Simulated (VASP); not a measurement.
# BN (F-43m) in VASP: a series of runs

BN is run at these levels: PBE; tasks: single point.

Everything below comes from runs of VASP 6.6.1. Logs are shortened: lines on timing, memory, paths and dates and some standing lists are left out, and cuts for length are marked.

## (1) The cell of the first run

The structure is cubic, space group F-43m (No. 216). Conventional cell: a = 3.567 Å, b = 3.567 Å, c = 3.567 Å, α = 90.00°, β = 90.00°, γ = 90.00°. Within 2.1 Å of B (site symmetry -43m) lie 4 N at 1.54 Å. Within 2.1 Å of N (site symmetry -43m) lie 4 B at 1.54 Å.

## (2) Single point, PBE

The input, INCAR:

```
PREC = Accurate ; ENCUT = 600
EDIFF = 1E-6 ; ISMEAR = 0
SIGMA = 0.01 ; LREAL = False
LASPH = True ; NELM = 120
ALGO = Normal ; ISIF = 2
LWAVE = False ; LCHARG = False
GGA = PE ; NBANDS = 11
GGA_COMPAT = False
```

The input, KPOINTS:

```
Automatic mesh
0
Gamma
  12 12 12
```

The input, POSCAR:

```
BN
1.0
    0.0000000000      1.7835000000      1.7835000000
    1.7835000000      0.0000000000      1.7835000000
    1.7835000000      1.7835000000      0.0000000000
B N
1 1
Direct
    0.0000000000      0.0000000000      0.0000000000
    0.2500000000      0.2500000000      0.2500000000
```

Potentials or basis: VASP PAW PBE potentials, release 64 (B, N).

On the command line:

```
> cat potpaw_PBE.64/B/POTCAR potpaw_PBE.64/N/POTCAR > POTCAR
> mpirun -np 1 vasp_std > vasp.out
```

OUTCAR:

```text
PREC = Accurate
   ENCUT = 600
   EDIFF = 1E-6
   ISMEAR = 0
   LREAL = False
   LASPH = True
   NELM = 120
   ISIF = 2
   GGA = PE

 ion  position               nearest neighbor table
   1  0.000  0.000  0.000-   2 1.54   2 1.54   2 1.54   2 1.54
   2  0.250  0.250  0.250-   1 1.54   1 1.54   1 1.54   1 1.54

  LATTYP: Found a face centered cubic cell.
 ALAT       =     3.5670000000

  Lattice vectors:

 A1 = (   0.0000000000,   1.7835000000,   1.7835000000)
 A2 = (   1.7835000000,   0.0000000000,   1.7835000000)
 A3 = (   1.7835000000,   1.7835000000,   0.0000000000)

Analysis of symmetry for initial positions (statically):
=====================================================================
 Subroutine PRICEL returns:
 Original cell was already a primitive cell.

 Routine SETGRP: Setting up the symmetry group for a
 face centered cubic supercell.

 Subroutine GETGRP returns: Found 24 space group operations
 (whereof 24 operations were pure point group operations)
 out of a pool of 48 trial point group operations.

The static configuration has the point symmetry T_d .

Analysis of symmetry for dynamics (positions and initial velocities):
=====================================================================
 Subroutine PRICEL returns:
 Original cell was already a primitive cell.

 Routine SETGRP: Setting up the symmetry group for a
 face centered cubic supercell.

 Subroutine GETGRP returns: Found 24 space group operations
 (whereof 24 operations were pure point group operations)
 out of a pool of 48 trial point group operations.

The dynamic configuration has the point symmetry T_d .

 Subroutine INISYM returns: Found 24 space group operations
 (whereof 24 operations are pure point group operations),
 and found     1 'primitive' translations

----------------------------------------------------------------------------------------

                                     Primitive cell

  volume of cell :      11.3462

  direct lattice vectors                    reciprocal lattice vectors
     0.000000000  1.783500000  1.783500000    -0.280347631  0.280347631  0.280347631
     1.783500000  0.000000000  1.783500000     0.280347631 -0.280347631  0.280347631
     1.783500000  1.783500000  0.000000000     0.280347631  0.280347631 -0.280347631

  length of vectors
     2.522249888  2.522249888  2.522249888     0.485576341  0.485576341  0.485576341

  position of ions in fractional coordinates (direct lattice)
     0.000000000  0.000000000  0.000000000
     0.250000000  0.250000000  0.250000000

  ion indices of the primitive-cell ions
   primitive index   ion index
                 1           1
                 2           2

----------------------------------------------------------------------------------------

 KPOINTS: Automatic mesh

Automatic generation of k-mesh.
 Grid dimensions read from file:
 generate k-points for:   12   12   12

 Generating k-lattice:

  Cartesian coordinates                     Fractional coordinates (reciprocal lattice)
    -0.023362303  0.023362303  0.023362303     0.083333333  0.000000000  0.000000000
     0.023362303 -0.023362303  0.023362303     0.000000000  0.083333333  0.000000000
     0.023362303  0.023362303 -0.023362303     0.000000000  0.000000000  0.083333333

  Length of vectors
     0.040464695  0.040464695  0.040464695

  Shift w.r.t. Gamma in fractional coordinates (k-lattice)
     0.000000000  0.000000000  0.000000000

 Subroutine IBZKPT returns following result:
 ===========================================

 Found     72 irreducible k-points:

 Following reciprocal coordinates:
            Coordinates               Weight
  0.000000  0.000000  0.000000      1.000000
  0.083333  0.000000  0.000000      8.000000
  0.166667  0.000000  0.000000      8.000000
  0.250000  0.000000  0.000000      8.000000
  0.333333  0.000000  0.000000      8.000000
  0.416667  0.000000  0.000000      8.000000
[... 16 lines left out ...]
  0.500000  0.166667  0.000000     24.000000
 -0.416667  0.166667  0.000000     24.000000
 [... further k-points ...]
   k-points           NKPTS =     72   k-points in BZ     NKDIM =     72   number of bands    NBANDS=     11
   number of dos      NEDOS =    301   number of ions     NIONS =      2
   total plane-waves  NPLWV =   8000
   dimension x,y,z NGX =    20 NGY =   20 NGZ =   20
   dimension x,y,z NGXF=    40 NGYF=   40 NGZF=   40
   ions per type =               1   1
   NGX,Y,Z   is equivalent  to a cutoff of  13.18, 13.18, 13.18 a.u.
   NGXF,Y,Z  is equivalent  to a cutoff of  26.36, 26.36, 26.36 a.u.
 SYSTEM =  unknown system
   PREC   = accura    normal or accurate (medium, high low for compatibility)
   ISTART =      0    job   : 0-new  1-cont  2-samecut
   ICHARG =      2    charge: 1-file 2-atom 10-const
   ISPIN  =      1    spin polarized calculation?
   LNONCOLLINEAR =      F non collinear calculations
   LSORBIT =      F    spin-orbit coupling
   LASPH  =      T    aspherical Exc in radial PAW
   ENCUT  =  600.0 eV  44.10 Ry    6.64 a.u.   5.04  5.04  5.04*2*pi/ulx,y,z
   NELM   =    120;   NELMIN=  2; NELMDL= -5     # of ELM steps
   EDIFF  = 0.1E-05   stopping-criterion for ELM
   LREAL  =      F    real-space projection
   EDIFFG = 0.1E-04   stopping-criterion for IOM
   NSW    =      0    number of steps for IOM
   IBRION =     -1    ionic relax: 0-MD 1-quasi-New 2-CG
   NFREE  =      0    steps in history (QN), initial steepest desc. (CG)
   ISIF   =      2    stress and relaxation
   ISYM   =      2    0-nonsym 1-usesym 2-fastsym
   POTIM  = 0.5000    time-step for ionic-motion
   TEBEG  =    0.0;   TEEND  =   0.0 temperature during run
   PSTRESS=    0.0 pullay stress
   NELECT =       8.0000    total number of electrons
   NUPDOWN=      -1.0000    fix difference up-down
   EMIN   =  10.00;   EMAX   =-10.00  energy-range for DOS
   EFERMI =   0.00;   METHOD = LEGACY
   ISMEAR =     0;   SIGMA  =   0.01  broadening in eV -4-tet -1-fermi 0-gaus
   EFERMI_NEDOS =   21; number of points for ismear=-14 and -15
   IALGO  =     38    algorithm
   IMIX   =      4    mixing-type and parameters
     AMIX     =   0.40;   BMIX     =  1.00
     AMIX_MAG =   1.60;   BMIX_MAG =  1.00
  volume/ion in A,a.u.               =       5.67        38.28
  Fermi-wavevector in a.u.,A,eV,Ry     =   1.457097  2.753514 28.886949  2.123131
  Thomas-Fermi vector in A             =   2.573938
   LORBIT       =      0    0 simple, 1 ext, 2 COOP (PROOUT), +10 PAW based schemes
   GGA     = PE    functional components
   LHFCALC =     F    Hartree Fock is set to
   AEXX    =    0.0000 exact exchange contribution
   IVDW    =     0    specifies the selected vdW correction
   LEPSILON=     F    determine dielectric tensor
   LRPA    =     F    only Hartree local field effects (RPA)
 non-spin polarized calculation
 Gauss-broadening in eV      SIGMA  =   0.01
  energy-cutoff  :      600.00
  volume of cell :       11.35
 maximum number of plane-waves:       392
   NGX =  9   NGY =  9   NGZ =  9

 number of electron       7.9999998 magnetization

 Free energy of the ion-electron system (eV)
  ---------------------------------------------------
  ext. energy  EPLUGINS =         0.00000000
  ---------------------------------------------------
  free energy    TOTEN  =       -17.41991735 eV

  energy without entropy =      -17.41991735  energy(sigma->0) =      -17.41991735

 E-fermi :   8.0038     XC(G=0): -13.0213

 val. band max:        7.9051323932   @ k =   0.0000   0.0000   0.0000
 cond. band min:      12.4053325061   @ k =   0.5000   0.5000   0.0000
 fundamental gap:      4.5002001129
 Fermi energy:         8.0038481669

 k-point     1 :       0.0000    0.0000    0.0000
  band No.  band energies     occupation
      1     -12.7893      2.00000
      2       7.9051      2.00000
      3       7.9051      2.00000
      4       7.9051      2.00000
      5      16.9161      0.00000
      6      16.9161      0.00000
      7      16.9161      0.00000
      8      18.9152      0.00000
      9      33.4195      0.00000
     10      36.1667      0.00000
     11      36.1667      0.00000

 k-point     2 :       0.0833    0.0000    0.0000
  band No.  band energies     occupation
      1     -12.6150      2.00000
      2       6.9675      2.00000
      3       7.7160      2.00000
      4       7.7160      2.00000
      5      17.1814      0.00000
      6      17.2027      0.00000
      7      17.2027      0.00000
      8      19.4471      0.00000
      9      33.1168      0.00000
     10      33.8846      0.00000
     11      33.8846      0.00000

 k-point     3 :       0.1667    0.0000    0.0000
  band No.  band energies     occupation
      1     -12.0975      2.00000
      2       4.8074      2.00000
      3       7.2573      2.00000
      4       7.2573      2.00000
      5      17.5947      0.00000
      6      17.8658      0.00000
      7      17.8658      0.00000
      8      20.7263      0.00000
      9      32.2843      0.00000
     10      32.2843      0.00000
     11      32.4329      0.00000

 k-point     4 :       0.2500    0.0000    0.0000
  band No.  band energies     occupation
      1     -11.2597      2.00000
      2       2.2651      2.00000
      3       6.7294      2.00000
      4       6.7294      2.00000
      5      17.9731      0.00000
      6      18.4905      0.00000
      7      18.4905      0.00000
      8      22.0140      0.00000
      9      31.8650      0.00000
     10      31.8856      0.00000
     11      31.8856      0.00000

 k-point     5 :       0.3333    0.0000    0.0000
  band No.  band energies     occupation
      1     -10.1629      2.00000
      2      -0.2056      2.00000
      3       6.2803      2.00000
      4       6.2803      2.00000
      5      18.2937      0.00000
      6      18.7981      0.00000
      7      18.7981      0.00000
      8      22.9193      0.00000
      9      31.6827      0.00000
     10      32.7430      0.00000
     11      32.7430      0.00000
[... 211 lines left out ...]
 k-point    21 :       0.3333    0.1667    0.0000
  band No.  band energies     occupation
      1     -10.3414      2.00000
      2       1.6504      2.00000
      3       5.0141      2.00000
      4       5.3444      2.00000
      5      16.2033      0.00000
      6      20.6984      0.00000
      7      21.0508      0.00000
      8      21.0596      0.00000
      9      27.8464      0.00000
     10      35.1365      0.00000
     11      36.5814      0.00000

 k-point    22 :       0.4167    0.1667    0.0000
  band No.  band energies     occupation
      1      -9.2279      2.00000
      2      -0.5231      2.00000
      3       4.6729      2.00000
      4       4.8249      2.00000
      5      16.6084      0.00000
      6      20.7921      0.00000
      7      21.1316      0.00000
      8      22.1001      0.00000
      9      28.7948      0.00000
     10      34.9138      0.00000
     11      36.9287      0.00000

 k-point    23 :       0.5000    0.1667    0.0000
  band No.  band energies     occupation
      1      -8.2024      2.00000
      2      -2.1567      2.00000
      3       4.0646      2.00000
      4       4.9025      2.00000
      5      16.9577      0.00000
      6      20.7574      0.00000
      7      20.8647      0.00000
      8      23.4621      0.00000
      9      29.1718      0.00000
     10      35.1200      0.00000
     11      36.1321      0.00000

 k-point    24 :      -0.4167    0.1667    0.0000
  band No.  band energies     occupation
      1      -8.0027      2.00000
      2      -2.4432      2.00000
      3       3.6453      2.00000
      4       5.2317      2.00000
      5      17.4182      0.00000
      6      20.4509      0.00000
      7      20.6203      0.00000
      8      24.1234      0.00000
      9      29.4643      0.00000
     10      33.7580      0.00000
     11      35.4040      0.00000

 [... further k-points ...]

------------------------ aborting loop because EDIFF is reached ----------------------------------------

  FORCE on cell =-STRESS in cart. coord.  units (eV):
  Direction    XX          YY          ZZ          XY          YZ          ZX
  --------------------------------------------------------------------------------------
  -------------------------------------------------------------------------------------
  Total        1.3908618      1.3908618      1.3908618      0.0000000      0.0000000      0.0000000
  in kB      196.4016966    196.4016966    196.4016966      0.0000000      0.0000000      0.0000000
  external PRESSURE =     196.4016966 kB  Pullay stress =       0.0000000 kB

 VOLUME and BASIS-vectors are now :
 -----------------------------------------------------------------------------
  energy-cutoff  :      600.00
  volume of cell :       11.35
      direct lattice vectors                 reciprocal lattice vectors
     0.000000000  1.783500000  1.783500000    -0.280347631  0.280347631  0.280347631
     1.783500000  0.000000000  1.783500000     0.280347631 -0.280347631  0.280347631
     1.783500000  1.783500000  0.000000000     0.280347631  0.280347631 -0.280347631

 POSITION                                       TOTAL-FORCE (eV/Angst)
 -----------------------------------------------------------------------------------
      0.00000      0.00000      0.00000         0.000000      0.000000      0.000000
      0.89175      0.89175      0.89175        -0.000000     -0.000000     -0.000000
 -----------------------------------------------------------------------------------
    total drift:                                0.000000      0.000000      0.000000

  FREE ENERGIE OF THE ION-ELECTRON SYSTEM (eV)
  ---------------------------------------------------
  free  energy   TOTEN  =       -17.4199173503 eV

  energy  without entropy=      -17.4199173503  energy(sigma->0) =      -17.41991735
```

Run time: 5.4 s. Hardware: 1 thread of Intel Xeon 6975P-C (Granite Rapids), shared host; peak memory 0.12 GiB.

What came out:

```
Free energy            : -17.4199 eV
Pressure               : 19.6 GPa
Band gap on the k mesh : 4.50 eV, indirect (least direct gap 9.01 eV)
```

## (3) Single point, PBE

This run uses another cell than the first one, of 5.59 Å³/atom, 0.985 times its volume.

The input, INCAR:

```
  PREC = Accurate
  ENCUT = 600
  EDIFF = 1E-6
  ISMEAR = 0
  SIGMA = 0.01
  LREAL = F
  LASPH = T
  NELM = 120
  ALGO = Normal
  ISIF = 2
  LWAVE = F
  LCHARG = F
  GGA = PE
  NBANDS = 11
  GGA_COMPAT = F
```

The input, KPOINTS:

```
regular mesh
0
Gamma
  12 12 12
```

The input, POSCAR:

```
BN
1.0
    0.0000000000      1.7744375000      1.7744375000
    1.7744375000      0.0000000000      1.7744375000
    1.7744375000      1.7744375000      0.0000000000
B N
1 1
Direct
    0.0000000000      0.0000000000      0.0000000000
    0.2500000000      0.2500000000      0.2500000000
```

Potentials or basis: VASP PAW PBE potentials, release 64 (B, N).

On the command line:

```
> cat potpaw_PBE.64/B/POTCAR potpaw_PBE.64/N/POTCAR > POTCAR
> mpirun -np 1 vasp_std > vasp.out
```

OUTCAR:

```text
PREC = Accurate
   ENCUT = 600
   EDIFF = 1E-6
   ISMEAR = 0
   LREAL = F
   LASPH = T
   NELM = 120
   ISIF = 2
   GGA = PE

 ion  position               nearest neighbor table
   1  0.000  0.000  0.000-   2 1.54   2 1.54   2 1.54   2 1.54
   2  0.250  0.250  0.250-   1 1.54   1 1.54   1 1.54   1 1.54

  LATTYP: Found a face centered cubic cell.
 ALAT       =     3.5488750000

  Lattice vectors:

 A1 = (   0.0000000000,   1.7744375000,   1.7744375000)
 A2 = (   1.7744375000,   0.0000000000,   1.7744375000)
 A3 = (   1.7744375000,   1.7744375000,   0.0000000000)
[... 511 lines left out ...]
      6      20.7627      0.00000
      7      21.0143      0.00000
      8      24.5236      0.00000
      9      29.8577      0.00000
     10      34.1486      0.00000
     11      35.9196      0.00000

 [... further k-points ...]
[... 5 lines left out ...]
  --------------------------------------------------------------------------------------
  -------------------------------------------------------------------------------------
  Total        1.8566152      1.8566152      1.8566152      0.0000000      0.0000000      0.0000000
  in kB      266.2075532    266.2075532    266.2075532      0.0000000      0.0000000      0.0000000
  external PRESSURE =     266.2075532 kB  Pullay stress =       0.0000000 kB

 VOLUME and BASIS-vectors are now :
 -----------------------------------------------------------------------------
  energy-cutoff  :      600.00
  volume of cell :       11.17
      direct lattice vectors                 reciprocal lattice vectors
     0.000000000  1.774437500  1.774437500    -0.281779437  0.281779437  0.281779437
     1.774437500  0.000000000  1.774437500     0.281779437 -0.281779437  0.281779437
     1.774437500  1.774437500  0.000000000     0.281779437  0.281779437 -0.281779437

 POSITION                                       TOTAL-FORCE (eV/Angst)
 -----------------------------------------------------------------------------------
      0.00000      0.00000      0.00000        -0.000000     -0.000000     -0.000000
      0.88722      0.88722      0.88722         0.000000      0.000000      0.000000
 -----------------------------------------------------------------------------------
    total drift:                                0.000000      0.000000      0.000000

  FREE ENERGIE OF THE ION-ELECTRON SYSTEM (eV)
  ---------------------------------------------------
  free  energy   TOTEN  =       -17.3944692745 eV

  energy  without entropy=      -17.3944692745  energy(sigma->0) =      -17.39446927
```

OSZICAR:

```text
N       E                     dE             d eps       ncg     rms          rms(c)
DAV:   1     0.150439250094E+02    0.15044E+02   -0.54529E+03  1624   0.813E+02
DAV:   2    -0.178723264813E+02   -0.32916E+02   -0.31838E+02  1852   0.192E+02
DAV:   3    -0.184509471990E+02   -0.57862E+00   -0.57785E+00  1899   0.212E+01
DAV:   4    -0.184516081495E+02   -0.66095E-03   -0.66093E-03  1719   0.810E-01
DAV:   5    -0.184516087280E+02   -0.57852E-06   -0.57852E-06  1848   0.239E-02    0.701E+00
DAV:   6    -0.175008728254E+02    0.95074E+00   -0.28620E+00  1714   0.106E+01    0.344E+00
DAV:   7    -0.174099971006E+02    0.90876E-01   -0.13224E-01  1816   0.298E+00    0.198E+00
DAV:   8    -0.173941568009E+02    0.15840E-01   -0.38189E-02  1781   0.145E+00    0.224E-01
DAV:   9    -0.173943830346E+02   -0.22623E-03   -0.87088E-04  1686   0.268E-01    0.892E-02
DAV:  10    -0.173944646504E+02   -0.81616E-04   -0.11584E-04  1753   0.971E-02    0.160E-02
DAV:  11    -0.173944692294E+02   -0.45790E-05   -0.75337E-06  1819   0.234E-02    0.105E-02
DAV:  12    -0.173944692745E+02   -0.45085E-07   -0.12587E-06   996   0.847E-03
   1 F= -.17394469E+02 E0= -.17394469E+02  d E =-.787178E-46
```

Wall time 4.8 s (1 thread of Intel Xeon 6975P-C (Granite Rapids), shared host); peak memory 0.12 GiB.

What came out:

* Free energy: -17.3945 eV
* Pressure: 26.6 GPa
* Band gap on the k mesh: 4.52 eV, indirect (least direct gap 9.08 eV)

A k mesh can miss the band edges.
